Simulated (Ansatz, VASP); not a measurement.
## ZnS in VASP and in Ansatz

```
Zn S
1.0
     3.81100    0.00000    0.00000
    -1.90550    3.30042    0.00000
     0.00000    0.00000    6.23400
Zn S
2 2
Direct
  0.33333 0.66667 0.00000
  0.66667 0.33333 0.50000
  0.29012 0.64506 0.39245
  0.62345 0.31173 0.89245
```

Change from the starting cell: all S atoms moved +0.150 Å, as atom 3 towards its neighbour atom 2 (Zn) at 2.314 Å.

Alike in both runs: task single point; functional PBE; k mesh 12 × 12 × 6; occupations fermi-dirac, width 0.02 eV; no spin polarisation.

|  | VASP | Ansatz |
| --- | --- | --- |
| version | VASP 6.6.1 | Ansatz 0.2.0 |
| potentials or method | VASP PAW PBE potentials, release 64 (Zn, S), cutoff 520 eV | scalar-relativistic, plane waves, PAW |
| valence electrons in the cell | 36 | 36 |

```csv
,VASP,Ansatz,Ansatz less VASP
gap on the k mesh at the Fermi level (eV),2.22,2.22,-0.007
least direct gap on the mesh (eV),2.22,2.22,-0.007
pressure (GPa),3.6,3.5,-0.17
"traceless stress, the component that is largest in VASP (GPa)",-2.95,-2.91,+0.039
rms of the force components (eV/Å),0.749,0.745,-0.0047
```

Atom by atom the forces differ by 0.005 eV/Å (rms over components).
